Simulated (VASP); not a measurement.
# MnO2 in VASP: further runs

The runs below take MnO2 through single point, relaxation of cell and atoms, with PBE, LDA, RPBE+D3(BJ), PBEsol.

Program: VASP 6.6.1. These are calculated values, not measurements. Logs are shortened: lines on timing, memory, paths and dates and some standing lists are left out, and cuts for length are marked.

**1. The cell of the first run**

Symmetry: P-3m1, No. 164, trigonal system. Conventional cell: a = 2.857 Å, b = 2.857 Å, c = 4.601 Å, α = 90.00°, β = 90.00°, γ = 120.00°. Within 2.5 Å of Mn (site symmetry -3m) lie 6 O at 1.90 Å. O (site symmetry 3m) has 3 Mn at 1.90 Å and 3 O at 2.51 Å within 2.6 Å.

**2. Single point, PBE**

INCAR

```
  PREC = Accurate
  ENCUT = 700
  EDIFF = 1E-6
  ISMEAR = -1
  SIGMA = 0.05
  LREAL = F
  LASPH = T
  NELM = 120
  ALGO = Normal
  ISIF = 2
  LWAVE = F
  LCHARG = T
  GGA = PE
  LELF = T
  LVHAR = T
  NBANDS = 20
  GGA_COMPAT = F
```

KPOINTS

```
regular mesh
0
Gamma
  11 11 6
```

POSCAR

```
MnO2
1.0
    2.8565781804      0.0000000000      0.0000000000
   -1.4282890902      2.4738692722      0.0000000000
    0.0000000000      0.0000000000      4.6013740589
Mn O
1 2
Direct
    0.0000000000      0.0000000000      0.5000000000
    0.3333333333      0.6666666667      0.7062925700
    0.6666666667      0.3333333333      0.2937074300
```

Potentials or basis: VASP PAW PBE potentials, release 64 (Mn_sv, O).

Run with:

```
> cat potpaw_PBE.64/Mn_sv/POTCAR potpaw_PBE.64/O/POTCAR > POTCAR
> mpirun -np 1 vasp_std > vasp.out
```

OUTCAR:

```text
PREC = Accurate
   ENCUT = 700
   EDIFF = 1E-6
   ISMEAR = -1
   LREAL = F
   LASPH = T
   NELM = 120
   ISIF = 2
   GGA = PE

 ion  position               nearest neighbor table
   1  0.000  0.000  0.500-   2 1.90   3 1.90   3 1.90   2 1.90   3 1.90   2 1.90
   2  0.333  0.667  0.706-   1 1.90   1 1.90   1 1.90
   3  0.667  0.333  0.294-   1 1.90   1 1.90   1 1.90

  LATTYP: Found a hexagonal cell.
 ALAT       =     2.8565781804
 C/A-ratio  =     1.6107992739

  Lattice vectors:

 A1 = (   2.8565781804,   0.0000000000,   0.0000000000)
 A2 = (  -1.4282890902,   2.4738692722,   0.0000000000)
 A3 = (   0.0000000000,   0.0000000000,   4.6013740589)

Analysis of symmetry for initial positions (statically):
=====================================================================
 Subroutine PRICEL returns:
 Original cell was already a primitive cell.

 Routine SETGRP: Setting up the symmetry group for a
 hexagonal supercell.

 Subroutine GETGRP returns: Found 12 space group operations
 (whereof 12 operations were pure point group operations)
 out of a pool of 24 trial point group operations.

The static configuration has the point symmetry D_3d.

Analysis of symmetry for dynamics (positions and initial velocities):
=====================================================================
 Subroutine PRICEL returns:
 Original cell was already a primitive cell.

 Routine SETGRP: Setting up the symmetry group for a
 hexagonal supercell.

 Subroutine GETGRP returns: Found 12 space group operations
 (whereof 12 operations were pure point group operations)
 out of a pool of 24 trial point group operations.

The dynamic configuration has the point symmetry D_3d.

 Subroutine INISYM returns: Found 12 space group operations
 (whereof 12 operations are pure point group operations),
 and found     1 'primitive' translations

----------------------------------------------------------------------------------------

                                     Primitive cell

  volume of cell :      32.5170

  direct lattice vectors                    reciprocal lattice vectors
     2.856578180  0.000000000  0.000000000     0.350069187  0.202112539  0.000000000
    -1.428289090  2.473869272  0.000000000     0.000000000  0.404225078  0.000000000
     0.000000000  0.000000000  4.601374059     0.000000000  0.000000000  0.217326387

  length of vectors
     2.856578180  2.856578180  4.601374059     0.404225078  0.404225078  0.217326387

  position of ions in fractional coordinates (direct lattice)
     0.000000000  0.000000000  0.500000000
     0.333333333  0.666666667  0.706292570
     0.666666667  0.333333333  0.293707430

  ion indices of the primitive-cell ions
   primitive index   ion index
                 1           1
                 2           2
                 3           3

----------------------------------------------------------------------------------------

 KPOINTS: regular mesh

Automatic generation of k-mesh.
 Grid dimensions read from file:
 generate k-points for:   11   11    6

 Generating k-lattice:

  Cartesian coordinates                     Fractional coordinates (reciprocal lattice)
     0.031824472  0.018373867  0.000000000     0.090909091  0.000000000  0.000000000
     0.000000000  0.036747734  0.000000000     0.000000000  0.090909091  0.000000000
     0.000000000  0.000000000  0.036221065     0.000000000  0.000000000  0.166666667

  Length of vectors
     0.036747734  0.036747734  0.036221065

  Shift w.r.t. Gamma in fractional coordinates (k-lattice)
     0.000000000  0.000000000  0.000000000

 Subroutine IBZKPT returns following result:
 ===========================================

 Found     84 irreducible k-points:

 Following reciprocal coordinates:
            Coordinates               Weight
  0.000000  0.000000  0.000000      1.000000
  0.090909  0.000000  0.000000      6.000000
  0.181818  0.000000  0.000000      6.000000
  0.272727  0.000000  0.000000      6.000000
  0.363636  0.000000  0.000000      6.000000
  0.454545  0.000000  0.000000      6.000000
[... 16 lines left out ...]
  0.000000  0.272727  0.166667      6.000000
  0.363636  0.000000  0.166667      6.000000
 [... further k-points ...]
   k-points           NKPTS =     84   k-points in BZ     NKDIM =     84   number of bands    NBANDS=     20
   number of dos      NEDOS =    301   number of ions     NIONS =      3
   total plane-waves  NPLWV =  31360
   dimension x,y,z NGX =    28 NGY =   28 NGZ =   40
   dimension x,y,z NGXF=    56 NGYF=   56 NGZF=   80
   ions per type =               1   2
   NGX,Y,Z   is equivalent  to a cutoff of  16.30, 16.30, 14.45 a.u.
   NGXF,Y,Z  is equivalent  to a cutoff of  32.59, 32.59, 28.90 a.u.
 SYSTEM =  unknown system
   PREC   = accura    normal or accurate (medium, high low for compatibility)
   ISTART =      0    job   : 0-new  1-cont  2-samecut
   ICHARG =      2    charge: 1-file 2-atom 10-const
   ISPIN  =      1    spin polarized calculation?
   LNONCOLLINEAR =      F non collinear calculations
   LSORBIT =      F    spin-orbit coupling
   LASPH  =      T    aspherical Exc in radial PAW
   ENCUT  =  700.0 eV  51.45 Ry    7.17 a.u.   6.16  6.16  9.93*2*pi/ulx,y,z
   NELM   =    120;   NELMIN=  2; NELMDL= -5     # of ELM steps
   EDIFF  = 0.1E-05   stopping-criterion for ELM
   LREAL  =      F    real-space projection
[... 7 lines left out ...]
   TEBEG  =    0.0;   TEEND  =   0.0 temperature during run
   PSTRESS=    0.0 pullay stress
   NELECT =      27.0000    total number of electrons
   NUPDOWN=      -1.0000    fix difference up-down
   EMIN   =  10.00;   EMAX   =-10.00  energy-range for DOS
   EFERMI =   0.00;   METHOD = LEGACY
   ISMEAR =    -1;   SIGMA  =   0.05  broadening in eV -4-tet -1-fermi 0-gaus
   EFERMI_NEDOS =   21; number of points for ismear=-14 and -15
   IALGO  =     38    algorithm
   IMIX   =      4    mixing-type and parameters
     AMIX     =   0.40;   BMIX     =  1.00
     AMIX_MAG =   1.60;   BMIX_MAG =  1.00
  volume/ion in A,a.u.               =      10.84        73.15
  Fermi-wavevector in a.u.,A,eV,Ry     =   1.538719  2.907757 32.213913  2.367656
  Thomas-Fermi vector in A             =   2.645048
   LORBIT       =      0    0 simple, 1 ext, 2 COOP (PROOUT), +10 PAW based schemes
   GGA     = PE    functional components
   LHFCALC =     F    Hartree Fock is set to
   AEXX    =    0.0000 exact exchange contribution
   IVDW    =     0    specifies the selected vdW correction
   LEPSILON=     F    determine dielectric tensor
   LRPA    =     F    only Hartree local field effects (RPA)
 non-spin polarized calculation
  energy-cutoff  :      700.00
  volume of cell :       32.52
 maximum number of plane-waves:      1387
 NGX is ok and might be reduce to    28
   NGX = 13   NGY = 13   NGZ = 19

 number of electron      26.9999998 magnetization

 Free energy of the ion-electron system (eV)
  ---------------------------------------------------
  ext. energy  EPLUGINS =         0.00000000
  ---------------------------------------------------
  free energy    TOTEN  =       -22.84647862 eV

  energy without entropy =      -22.80442143  energy(sigma->0) =      -22.82545003

 E-fermi :   4.6467     XC(G=0): -10.8774

 val. band max:        4.6338011366   @ k =   0.2727   0.1818   0.1667
 cond. band min:       4.6482729312   @ k =   0.3636   0.1818   0.0000
 fundamental gap:      0.0144717946
 Fermi energy:         4.6466949596

 k-point     1 :       0.0000    0.0000    0.0000
  band No.  band energies     occupation
      1     -75.3927      2.00000
      2     -44.1241      2.00000
      3     -44.1241      2.00000
      4     -43.9608      2.00000
      5     -15.3157      2.00000
      6     -13.0728      2.00000
[... 12 lines left out ...]
     19      15.0333      0.00000
     20      19.3306      0.00000

 k-point     2 :       0.0909    0.0000    0.0000
  band No.  band energies     occupation
      1     -75.3911      2.00000
      2     -44.1383      2.00000
      3     -44.1272      2.00000
      4     -43.9583      2.00000
      5     -15.2112      2.00000
      6     -13.1024      2.00000
[... 12 lines left out ...]
     19      15.4491      0.00000
     20      19.3690      0.00000

 k-point     3 :       0.1818    0.0000    0.0000
  band No.  band energies     occupation
      1     -75.3869      2.00000
      2     -44.1767      2.00000
      3     -44.1357      2.00000
      4     -43.9517      2.00000
      5     -14.9208      2.00000
      6     -13.1835      2.00000
[... 12 lines left out ...]
     19      16.4706      0.00000
     20      19.4536      0.00000

 k-point     4 :       0.2727    0.0000    0.0000
  band No.  band energies     occupation
      1     -75.3814      2.00000
      2     -44.2266      2.00000
      3     -44.1469      2.00000
      4     -43.9429      2.00000
      5     -14.5121      2.00000
      6     -13.2956      2.00000
[... 12 lines left out ...]
     19      17.6684      0.00000
     20      19.3321      0.00000

 k-point     5 :       0.3636    0.0000    0.0000
  band No.  band energies     occupation
      1     -75.3763      2.00000
      2     -44.2722      2.00000
      3     -44.1571      2.00000
      4     -43.9349      2.00000
      5     -14.0927      2.00000
      6     -13.4144      2.00000
[... 12 lines left out ...]
     19      18.3964      0.00000
     20      18.6778      0.00000
[... 353 lines left out ...]
      6     -13.2174      2.00000
[... 12 lines left out ...]
     19      16.2769      0.00000
     20      19.2635      0.00000

 k-point    22 :       0.2727    0.0000    0.1667
  band No.  band energies     occupation
      1     -75.3814      2.00000
      2     -44.2266      2.00000
      3     -44.1469      2.00000
      4     -43.9430      2.00000
      5     -14.4831      2.00000
      6     -13.3326      2.00000
[... 12 lines left out ...]
     19      17.4793      0.00000
     20      19.9028      0.00000

 k-point    23 :       0.0000    0.2727    0.1667
  band No.  band energies     occupation
      1     -75.3814      2.00000
      2     -44.2266      2.00000
      3     -44.1469      2.00000
      4     -43.9430      2.00000
      5     -14.4969      2.00000
      6     -13.3126      2.00000
[... 12 lines left out ...]
     19      17.2087      0.00000
     20      19.2401      0.00000

 k-point    24 :       0.3636    0.0000    0.1667
  band No.  band energies     occupation
      1     -75.3763      2.00000
      2     -44.2722      2.00000
      3     -44.1571      2.00000
      4     -43.9350      2.00000
      5     -14.0619      2.00000
      6     -13.4487      2.00000
[... 12 lines left out ...]
     19      18.3030      0.00000
     20      19.0280      0.00000

 [... further k-points ...]

------------------------ aborting loop because EDIFF is reached ----------------------------------------

  FORCE on cell =-STRESS in cart. coord.  units (eV):
  Direction    XX          YY          ZZ          XY          YZ          ZX
  --------------------------------------------------------------------------------------
  -------------------------------------------------------------------------------------
  Total       -1.6526142     -1.6526142     -0.0100802      0.0000000     -0.0000000     -0.0000000
  in kB      -81.4276063    -81.4276063     -0.4966721      0.0000000     -0.0000000     -0.0000000
  external PRESSURE =     -54.4506283 kB  Pullay stress =       0.0000000 kB

 VOLUME and BASIS-vectors are now :
 -----------------------------------------------------------------------------
  energy-cutoff  :      700.00
  volume of cell :       32.52
      direct lattice vectors                 reciprocal lattice vectors
     2.856578180  0.000000000  0.000000000     0.350069187  0.202112539  0.000000000
    -1.428289090  2.473869272  0.000000000     0.000000000  0.404225078  0.000000000
     0.000000000  0.000000000  4.601374059     0.000000000  0.000000000  0.217326387

 POSITION                                       TOTAL-FORCE (eV/Angst)
 -----------------------------------------------------------------------------------
      0.00000      0.00000      2.30069        -0.000000      0.000000      0.000000
     -0.00000      1.64925      3.24992        -0.000000      0.000000     -0.159694
      1.42829      0.82462      1.35146         0.000000     -0.000000      0.159694
 -----------------------------------------------------------------------------------
    total drift:                                0.000000     -0.000000      0.000000

  FREE ENERGIE OF THE ION-ELECTRON SYSTEM (eV)
  ---------------------------------------------------
  free  energy   TOTEN  =       -22.8464786206 eV

  energy  without entropy=      -22.8044214316  energy(sigma->0) =      -22.82545003
```

Wall time 54 s (1 thread of AMD EPYC 9R45 (Zen 5), shared host); peak memory 0.2 GiB.

What came out:

| Property | Result |
| --- | --- |
| Free energy | -22.8465 eV |
| Pressure | -5.4 GPa |
| Largest force | 0.160 eV/Å |
| Band gap on the k mesh | zero (an odd number of electrons rules out a gap without spin polarisation) |

Forces on the atoms (eV/Å):
```
Mn   0.000  0.000  0.000
O    0.000  0.000 -0.160
O    0.000  0.000  0.160
```

Stress tensor (GPa, compression positive):
```
-8.14  0.00  0.00
 0.00 -8.14  0.00
 0.00  0.00 -0.05
```

Caveat: the stress differs along the axes, from -8 to -0 GPa; an odd number of electrons without spin polarisation forces a metal; a magnetic or distorted state may lie lower; the run has no spin polarisation, though such a crystal can be magnetic; semilocal functionals often make such compounds metallic where correlation or magnetic order opens a gap, which also shifts bond lengths.

**3. Single point, LDA, collinear spin, ferromagnetic start**

This run uses another cell than the first one, of 10.19 Å³/atom.

INCAR

```
ALGO = Normal ; EDIFF = 1E-6
ENCUT = 700 ; GGA_COMPAT = F
ISIF = 2 ; ISMEAR = -1
ISPIN = 2 ; LASPH = T
LCHARG = F ; LMAXMIX = 4
LORBIT = 11 ; LREAL = F
LWAVE = F ; MAGMOM = 4 0 0
NBANDS = 24 ; NELM = 200
PREC = Accurate ; SIGMA = 0.05
```

KPOINTS

```
k-points
0
Gamma
  11 11 6
```

POSCAR

```
MnO2
1.0
    2.7982643040      0.0000000000      0.0000000000
   -1.3991321520      2.4233679738      0.0000000000
    0.0000000000      0.0000000000      4.5074421091
Mn O
1 2
Direct
    0.0000000000      0.0000000000      0.5000000000
    0.3333333333      0.6666666667      0.7062925700
    0.6666666667      0.3333333333      0.2937074300
```

Potentials or basis: VASP PAW LDA potentials, release 64 (Mn_sv, O).

Run with:

```
> cat potpaw_LDA.64/Mn_sv/POTCAR potpaw_LDA.64/O/POTCAR > POTCAR
> mpirun -np 1 vasp_std > vasp.out
```

Run time: 2.8 min. Hardware: 1 thread of Intel Xeon Platinum 8488C (Sapphire Rapids), shared host; peak memory 0.24 GiB.

It converged, with:

| Item | Value |
| --- | --- |
| Free energy | -26.3023 eV |
| Pressure | 4.4 GPa |
| Largest force | 0.417 eV/Å |
| Band gap on the k mesh | 0.08 eV (least direct gap 0.11 eV) |
| Net moment | 2.99 μB per cell |
| Site moments | Mn +2.62; O +0.09 μB |
| Valence electrons inside the program's atomic spheres | Mn 12.88; O 5.00 |

Forces in eV/Å, atoms in the order of the input:
```
Mn   0.000  0.000  0.000
O    0.000  0.000  0.417
O    0.000  0.000 -0.417
```

Stress tensor (GPa, compression positive):
```
5.16 0.00 0.00
0.00 5.16 0.00
0.00 0.00 2.77
```

Levels at points of the mesh, in eV from the valence-band top:
Spin up:
| k point | band 11 | band 12 | band 13 | band 14 | band 15 | band 16 | band 17 | band 18 | band 19 | band 20 |
| --- | --- | --- | --- | --- | --- | --- | --- | --- | --- | --- |
| (0.00, 0.00, 0.00) | -2.54 | -1.96 | -1.96 | -1.75 | -0.39 | 2.79 | 2.79 | 7.00 | 10.13 | 14.78 |
| (0.00, 0.00, 0.50) | -2.54 | -2.54 | -2.01 | -2.01 | -0.02 | 2.85 | 2.85 | 8.95 | 9.66 | 13.04 |
Spin down:
```tsv
k point	band 8	band 9	band 10	band 11	band 12	band 13	band 14	band 15	band 16	band 17
(0.00, 0.00, 0.00)	-5.86	-5.86	-1.77	-1.77	-1.49	0.09	0.09	1.93	4.16	4.16
(0.00, 0.00, 0.50)	-5.84	-5.33	-3.04	-1.82	-1.82	0.08	0.08	2.13	4.22	4.22
```

Caveat: the cell stands under pressure; a cell with one magnetic atom can't hold antiferromagnetic order, which such compounds often take. A k mesh can miss the band edges.

**4. Single point, LDA, collinear spin, ferromagnetic start**

INCAR

```
SYSTEM = MnO2
PREC     = Accurate       ! precision mode
ENCUT    = 700            ! plane-wave cutoff, eV
EDIFF    = 1E-6           ! SCF threshold, eV
ISMEAR   = -1             ! smearing method
SIGMA    = 0.05           ! smearing width, eV
LREAL    = .False.        ! projectors in reciprocal space
LASPH    = .True.         ! aspherical terms in the spheres
NELM     = 200            ! most SCF steps
ALGO     = Normal         ! electronic algorithm
ISIF     = 2              ! what is computed and relaxed
LWAVE    = .False.        ! write WAVECAR
LCHARG   = .True.         ! write CHGCAR
ISPIN    = 2              ! spin polarisation
MAGMOM   = 4 0 0          ! initial moments
LORBIT   = 11             ! projections on sites
LMAXMIX  = 4              ! l up to which the mixer works
LELF     = .True.         ! ELF
LVHAR    = .True.       
NBANDS   = 24             ! bands
GGA_COMPAT= .False.
```

KPOINTS

```
regular mesh
0
Gamma
  11 11 6
  0 0 0
```

POSCAR

```
MnO2
1.0
    2.8565781804      0.0000000000      0.0000000000
   -1.4282890902      2.4738692722      0.0000000000
    0.0000000000      0.0000000000      4.6013740589
Mn O
1 2
Direct
    0.0000000000      0.0000000000      0.5000000000
    0.3333333333      0.6666666667      0.7062925700
    0.6666666667      0.3333333333      0.2937074300
```

Run with:

```
> cat potpaw_LDA.64/Mn_sv/POTCAR potpaw_LDA.64/O/POTCAR > POTCAR
> mpirun -np 1 vasp_std > vasp.out
```

Wall time 6.4 min (1 thread of Intel Xeon Platinum 8259CL at 2.50GHz (Skylake/Cascade Lake), shared host); peak memory 0.26 GiB.

The run converged. Its results:

* Free energy: -26.2761 eV
* Pressure: -8.8 GPa
* Largest force: 0.531 eV/Å
* Band gap on the k mesh: 0.33 eV (least direct gap 0.36 eV)
* Net moment: 3.00 μB per cell
* Site moments: Mn +2.67; O +0.06 μB
* Valence electrons inside the program's atomic spheres: Mn 12.80; O 4.96

Forces on the atoms (eV/Å):
```
Mn   0.000  0.000  0.000
O    0.000  0.000 -0.531
O    0.000  0.000  0.531
```

Stress tensor (GPa, compression positive):
```
-10.02   0.00   0.00
  0.00 -10.02   0.00
  0.00   0.00  -6.49
```

Levels at points of the mesh, in eV from the valence-band top:
Spin up:
```csv
k point,band 12,band 13,band 14,band 15,band 16,band 17,band 18,band 19
"(0.00, 0.00, 0.00)",-1.69,-1.69,-1.43,-0.35,2.65,2.65,6.73,9.95
"(0.00, 0.00, 0.50)",-2.36,-1.74,-1.74,-0.04,2.70,2.70,8.74,9.15
```
Spin down:
| k point | band 8 | band 9 | band 10 | band 11 | band 12 | band 13 | band 14 | band 15 | band 16 | band 17 |
| --- | --- | --- | --- | --- | --- | --- | --- | --- | --- | --- |
| (0.00, 0.00, 0.00) | -5.30 | -5.30 | -1.55 | -1.55 | -1.23 | 0.33 | 0.33 | 1.99 | 4.02 | 4.02 |
| (0.00, 0.00, 0.50) | -5.28 | -4.85 | -2.63 | -1.59 | -1.59 | 0.33 | 0.33 | 2.14 | 4.07 | 4.07 |

Caveat: the cell stands under tension; a cell with one magnetic atom can't hold antiferromagnetic order, which such compounds often take.

(Continued in part 2 of 2.)
